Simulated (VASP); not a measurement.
# Mg5ZnO6 (P4/mmm) in VASP: further runs

Mg5ZnO6 is run at these levels: PBE, LDA; tasks: single point.

All numbers are computed with VASP 6.6.1; they aren't measurements. Logs are shortened: lines on timing, memory, paths and dates and some standing lists are left out, and cuts for length are marked.

## Step 1: The cell of the first run

It takes space group P4/mmm (No. 123, tetragonal). Conventional cell: a = 3.019 Å, b = 3.019 Å, c = 12.799 Å, α = 90.00°, β = 90.00°, γ = 90.00°. Mg (site symmetry 4mm) has 6 O at 2.12 to 2.13 Å within 2.8 Å. Mg (site symmetry 4/mmm) has 6 O at 2.12 to 2.13 Å within 2.8 Å. Within 2.8 Å of Mg (site symmetry 4mm) lie 6 O at 2.13 to 2.14 Å. Within 2.8 Å of Zn (site symmetry 4/mmm) lie 6 O at 2.13 to 2.16 Å. O (site symmetry 4/mmm) has 6 Mg at 2.12 to 2.13 Å within 2.8 Å. Within 2.8 Å of O (site symmetry 4mm) lie 6 Mg at 2.12 to 2.14 Å. O (site symmetry 4mm) has 5 Mg at 2.12 to 2.13 Å and 1 Zn at 2.16 Å within 2.8 Å. O (site symmetry 4/mmm) has 4 Zn at 2.13 Å and 2 Mg at 2.14 Å within 2.8 Å.

## Step 2: Single point, PBE

The input, POSCAR:

```
Mg5ZnO6
1.0
    3.0186229121      0.0000000000      0.0000000000
    0.0000000000      3.0186229121      0.0000000000
    0.0000000000      0.0000000000     12.7992760565
Mg Zn O
5 1 6
Direct
    0.0000000000      0.0000000000      0.6655847162
    0.5000000000      0.5000000000      0.5000000000
    0.0000000000      0.0000000000      0.3344152838
    0.5000000000      0.5000000000      0.1668094998
    0.5000000000      0.5000000000      0.8331905002
    0.0000000000      0.0000000000      0.0000000000
    0.0000000000      0.0000000000      0.5000000000
    0.5000000000      0.5000000000      0.3340229278
    0.0000000000      0.0000000000      0.1690970157
    0.5000000000      0.5000000000      0.0000000000
    0.0000000000      0.0000000000      0.8309029843
    0.5000000000      0.5000000000      0.6659770722
```

The input, INCAR.step1:

```
SYSTEM = Mg5ZnO6
PREC = Accurate
ENCUT = 520
EDIFF = 1E-6
ISMEAR = 0
SIGMA = 0.02
LREAL = .False.
LASPH = .True.
NELM = 60
ALGO = Normal
ISIF = 2
LWAVE = .False.
LCHARG = .True.
GGA = PE
NBANDS = 41
```

The input, KPOINTS.step1:

```
regular mesh
0
Gamma
  8 8 2
  0 0 0
```

The input, INCAR.step2:

```
SYSTEM = Mg5ZnO6
PREC = Accurate
ENCUT = 520
EDIFF = 1E-6
ISMEAR = -5
SIGMA = 0.02
LREAL = .False.
LASPH = .True.
NELM = 60
ALGO = Normal
ISIF = 2
LWAVE = .False.
LCHARG = .False.
GGA = PE
LORBIT = 11
NBANDS = 41
NEDOS = 1001
ICHARG = 11
```

The input, KPOINTS.step2:

```
regular mesh
0
Gamma
  12 12 3
  0 0 0
```

Potentials or basis: VASP PAW PBE potentials, release 64 (Mg, Zn, O).

On the command line:

```console
$ cat potpaw_PBE.64/Mg/POTCAR potpaw_PBE.64/Zn/POTCAR potpaw_PBE.64/O/POTCAR > POTCAR
$ cp INCAR.step1 INCAR
$ cp KPOINTS.step1 KPOINTS
$ mpirun -np 1 vasp_std > vasp.out
$ cp INCAR.step2 INCAR
$ cp KPOINTS.step2 KPOINTS
$ mpirun -np 1 vasp_std > vasp.out
```

OUTCAR:

```text
SYSTEM = Mg5ZnO6
   PREC = Accurate
   ENCUT = 520
   EDIFF = 1E-6
   ISMEAR = -5
   LREAL = .False.
   LASPH = .True.
   NELM = 60
   ISIF = 2
   GGA = PE
   LORBIT = 11
   ICHARG = 11

 ion  position               nearest neighbor table
   1  0.000  0.000  0.666-  11 2.12   7 2.12  12 2.13  12 2.13  12 2.13  12 2.13   2 3.01   2 3.01
                             2 3.01   2 3.01   5 3.03   5 3.03   5 3.03   5 3.03
   2  0.500  0.500  0.500-   8 2.12  12 2.12   7 2.13   7 2.13   7 2.13   7 2.13   3 3.01   3 3.01
                             1 3.01   3 3.01   1 3.01   1 3.01   3 3.01   1 3.01
   3  0.000  0.000  0.334-   9 2.12   7 2.12   8 2.13   8 2.13   8 2.13   8 2.13   2 3.01   2 3.01
                             2 3.01   2 3.01   4 3.03   4 3.03   4 3.03   4 3.03
   4  0.500  0.500  0.167-   9 2.13   9 2.13   9 2.13   9 2.13  10 2.14   8 2.14   6 3.02   6 3.02
                             6 3.02   6 3.02   3 3.03   3 3.03   3 3.03   3 3.03
   5  0.500  0.500  0.833-  11 2.13  11 2.13  11 2.13  11 2.13  10 2.14  12 2.14   6 3.02   6 3.02
                             6 3.02   6 3.02   1 3.03   1 3.03   1 3.03   1 3.03
   6  0.000  0.000  0.000-  10 2.13  10 2.13  10 2.13  10 2.13  11 2.16   9 2.16   5 3.02   5 3.02
                             4 3.02   5 3.02   4 3.02   4 3.02   5 3.02   4 3.02
   7  0.000  0.000  0.500-   1 2.12   3 2.12   2 2.13   2 2.13   2 2.13   2 2.13
   8  0.500  0.500  0.334-   2 2.12   3 2.13   3 2.13   3 2.13   3 2.13   4 2.14
   9  0.000  0.000  0.169-   3 2.12   4 2.13   4 2.13   4 2.13   4 2.13   6 2.16
  10  0.500  0.500  0.000-   6 2.13   6 2.13   6 2.13   6 2.13   4 2.14   5 2.14
  11  0.000  0.000  0.831-   1 2.12   5 2.13   5 2.13   5 2.13   5 2.13   6 2.16
  12  0.500  0.500  0.666-   2 2.12   1 2.13   1 2.13   1 2.13   1 2.13   5 2.14

  LATTYP: Found a simple tetragonal cell.
 ALAT       =     3.0186229121
 C/A-ratio  =     4.2401043221

  Lattice vectors:

 A1 = (   3.0186229121,   0.0000000000,   0.0000000000)
 A2 = (   0.0000000000,   3.0186229121,   0.0000000000)
 A3 = (   0.0000000000,   0.0000000000,  12.7992760565)

Analysis of symmetry for initial positions (statically):
=====================================================================
 Subroutine PRICEL returns:
 Original cell was already a primitive cell.

 Routine SETGRP: Setting up the symmetry group for a
 simple tetragonal supercell.

 Subroutine GETGRP returns: Found 16 space group operations
 (whereof 16 operations were pure point group operations)
 out of a pool of 16 trial point group operations.

The static configuration has the point symmetry D_4h.

Analysis of symmetry for dynamics (positions and initial velocities):
=====================================================================
 Subroutine PRICEL returns:
 Original cell was already a primitive cell.

 Routine SETGRP: Setting up the symmetry group for a
 simple tetragonal supercell.

 Subroutine GETGRP returns: Found 16 space group operations
 (whereof 16 operations were pure point group operations)
 out of a pool of 16 trial point group operations.

The dynamic configuration has the point symmetry D_4h.

 Subroutine INISYM returns: Found 16 space group operations
 (whereof 16 operations are pure point group operations),
 and found     1 'primitive' translations

----------------------------------------------------------------------------------------

                                     Primitive cell

  volume of cell :     116.6281

  direct lattice vectors                    reciprocal lattice vectors
     3.018622912  0.000000000  0.000000000     0.331276887  0.000000000  0.000000000
     0.000000000  3.018622912  0.000000000     0.000000000  0.331276887  0.000000000
     0.000000000  0.000000000 12.799276057     0.000000000  0.000000000  0.078129419

  length of vectors
     3.018622912  3.018622912 12.799276057     0.331276887  0.331276887  0.078129419

  position of ions in fractional coordinates (direct lattice)
     0.000000000  0.000000000  0.665584716
     0.500000000  0.500000000  0.500000000
     0.000000000  0.000000000  0.334415284
     0.500000000  0.500000000  0.166809500
     0.500000000  0.500000000  0.833190500
     0.000000000  0.000000000  0.000000000
     0.000000000  0.000000000  0.500000000
     0.500000000  0.500000000  0.334022928
     0.000000000  0.000000000  0.169097016
[... 52 lines left out ...]
  0.250000  0.000000  0.000000      4.000000
  0.333333  0.000000  0.000000      4.000000
  0.416667  0.000000  0.000000      4.000000
[... 16 lines left out ...]
  0.333333  0.333333  0.000000      4.000000
  0.416667  0.333333  0.000000      8.000000
 [... further k-points ...]
   k-points           NKPTS =     56   k-points in BZ     NKDIM =     56   number of bands    NBANDS=     41
   number of dos      NEDOS =   1001   number of ions     NIONS =     12
   total plane-waves  NPLWV =  55296
   dimension x,y,z NGX =    24 NGY =   24 NGZ =   96
   dimension x,y,z NGXF=    48 NGYF=   48 NGZF=  192
   ions per type =               5   1   6
   NGX,Y,Z   is equivalent  to a cutoff of  13.22, 13.22, 12.47 a.u.
   NGXF,Y,Z  is equivalent  to a cutoff of  26.44, 26.44, 24.94 a.u.
 SYSTEM =  Mg5ZnO6
   PREC   = accura    normal or accurate (medium, high low for compatibility)
   ISTART =      0    job   : 0-new  1-cont  2-samecut
   ICHARG =     11    charge: 1-file 2-atom 10-const
   ISPIN  =      1    spin polarized calculation?
   LNONCOLLINEAR =      F non collinear calculations
   LSORBIT =      F    spin-orbit coupling
   LASPH  =      T    aspherical Exc in radial PAW
   ENCUT  =  520.0 eV  38.22 Ry    6.18 a.u.   5.61  5.61 23.80*2*pi/ulx,y,z
   NELM   =     60;   NELMIN=  2; NELMDL=  0     # of ELM steps
   EDIFF  = 0.1E-05   stopping-criterion for ELM
   LREAL  =      F    real-space projection
   EDIFFG = 0.1E-04   stopping-criterion for IOM
   NSW    =      0    number of steps for IOM
   IBRION =     -1    ionic relax: 0-MD 1-quasi-New 2-CG
   NFREE  =      0    steps in history (QN), initial steepest desc. (CG)
   ISIF   =      2    stress and relaxation
   ISYM   =      2    0-nonsym 1-usesym 2-fastsym
   POTIM  = 0.5000    time-step for ionic-motion
   TEBEG  =    0.0;   TEEND  =   0.0 temperature during run
   PSTRESS=    0.0 pullay stress
   NELECT =      58.0000    total number of electrons
   NUPDOWN=      -1.0000    fix difference up-down
   EMIN   =  10.00;   EMAX   =-10.00  energy-range for DOS
   EFERMI =   0.00;   METHOD = LEGACY
   ISMEAR =    -5;   SIGMA  =   0.02  broadening in eV -4-tet -1-fermi 0-gaus
   EFERMI_NEDOS =   21; number of points for ismear=-14 and -15
   IALGO  =     38    algorithm
   IMIX   =      4    mixing-type and parameters
     AMIX     =   0.40;   BMIX     =  1.00
     AMIX_MAG =   1.60;   BMIX_MAG =  1.00
  volume/ion in A,a.u.               =       9.72        65.59
  Fermi-wavevector in a.u.,A,eV,Ry     =   1.297029  2.451030 22.888877  1.682285
  Thomas-Fermi vector in A             =   2.428448
   LORBIT       =     11    0 simple, 1 ext, 2 COOP (PROOUT), +10 PAW based schemes
   GGA     = PE    functional components
   LHFCALC =     F    Hartree Fock is set to
   AEXX    =    0.0000 exact exchange contribution
   IVDW    =     0    specifies the selected vdW correction
   LEPSILON=     F    determine dielectric tensor
   LRPA    =     F    only Hartree local field effects (RPA)
 non-spin polarized calculation
 Fermi weights with tetrahedron method with Bloechl corrections
  energy-cutoff  :      520.00
  volume of cell :      116.63
 maximum number of plane-waves:      3168
 NGX is ok and might be reduce to    24

 number of electron      58.0000018 magnetization

 Free energy of the ion-electron system (eV)
  ---------------------------------------------------
  ext. energy  EPLUGINS =         0.00000000
  ---------------------------------------------------
  free energy    TOTEN  =       -68.20500443 eV

  energy without entropy =      -68.20500443  energy(sigma->0) =      -68.20500443

 E-fermi :   3.5228     XC(G=0): -11.1333

 val. band max:        3.5069460308   @ k =   0.5000   0.0000   0.3333
 cond. band min:       6.1593831029   @ k =   0.0000   0.0000   0.0000
 fundamental gap:      2.6524370721
 Fermi energy:         3.5227870172

 k-point     1 :       0.0000    0.0000    0.0000
  band No.  band energies     occupation
      1     -14.5654      2.00000
      2     -14.1287      2.00000
      3     -14.0190      2.00000
      4     -13.4679      2.00000
      5     -13.2725      2.00000
      6     -12.9426      2.00000
[... 1045 lines left out ...]
     40      14.0611      0.00000
     41      14.3680      0.00000

 [... further k-points ...]

------------------------ aborting loop because EDIFF is reached ----------------------------------------

  FORCE on cell =-STRESS in cart. coord.  units (eV):
  Direction    XX          YY          ZZ          XY          YZ          ZX
  --------------------------------------------------------------------------------------
  -------------------------------------------------------------------------------------
  Total       -0.3297904     -0.3297904     -0.3436224      0.0000000      0.0000000     -0.0000000
  in kB       -4.5304932     -4.5304932     -4.7205096      0.0000000      0.0000000     -0.0000000
  external PRESSURE =      -4.5938320 kB  Pullay stress =       0.0000000 kB

 VOLUME and BASIS-vectors are now :
 -----------------------------------------------------------------------------
  energy-cutoff  :      520.00
  volume of cell :      116.63
      direct lattice vectors                 reciprocal lattice vectors
     3.018622912  0.000000000  0.000000000     0.331276887  0.000000000  0.000000000
     0.000000000  3.018622912  0.000000000     0.000000000  0.331276887  0.000000000
     0.000000000  0.000000000 12.799276057     0.000000000  0.000000000  0.078129419

 POSITION                                       TOTAL-FORCE (eV/Angst)
 -----------------------------------------------------------------------------------
      0.00000      0.00000      8.51900        -0.000000      0.000000     -0.003591
      1.50931      1.50931      6.39964        -0.000000      0.000000     -0.000000
      0.00000      0.00000      4.28027        -0.000000      0.000000      0.003591
      1.50931      1.50931      2.13504        -0.000000      0.000000      0.003271
      1.50931      1.50931     10.66424         0.000000      0.000000     -0.003271
      0.00000      0.00000      0.00000        -0.000000      0.000000     -0.000000
      0.00000      0.00000      6.39964        -0.000000      0.000000     -0.000000
      1.50931      1.50931      4.27525        -0.000000     -0.000000      0.001686
      0.00000      0.00000      2.16432        -0.000000      0.000000      0.033920
      1.50931      1.50931      0.00000        -0.000000      0.000000     -0.000000
      0.00000      0.00000     10.63496         0.000000      0.000000     -0.033920
      1.50931      1.50931      8.52402        -0.000000     -0.000000     -0.001686
 -----------------------------------------------------------------------------------
    total drift:                                0.000000     -0.000000      0.000000

  FREE ENERGIE OF THE ION-ELECTRON SYSTEM (eV)
  ---------------------------------------------------
  free  energy   TOTEN  =       -68.2050044268 eV

  energy  without entropy=      -68.2050044268  energy(sigma->0) =      -68.20500443

 total charge

# of ion       s       p       d       tot
------------------------------------------
    1        0.144   0.168   0.073   0.385
    2        0.144   0.168   0.073   0.385
    3        0.144   0.168   0.073   0.385
    4        0.142   0.163   0.071   0.376
    5        0.142   0.163   0.071   0.376
    6        0.408   0.409   9.912  10.729
    7        1.542   3.541   0.000   5.083
    8        1.542   3.538   0.000   5.080
    9        1.545   3.520   0.000   5.065
   10        1.556   3.470   0.000   5.026
   11        1.545   3.520   0.000   5.065
   12        1.542   3.538   0.000   5.080
--------------------------------------------------
tot         10.395  22.370  10.272  43.036
```

Wall time 9.2 min (1 thread of Oxide Virtual Turin-like, shared host); peak memory 0.33 GiB.

Results:

* Valence electrons inside the program's atomic spheres: Mg 0.39, 0.38 (each value once); Zn 10.73; O 5.08, 5.07, 5.03 (each value once)

[end of part 1 of 2]
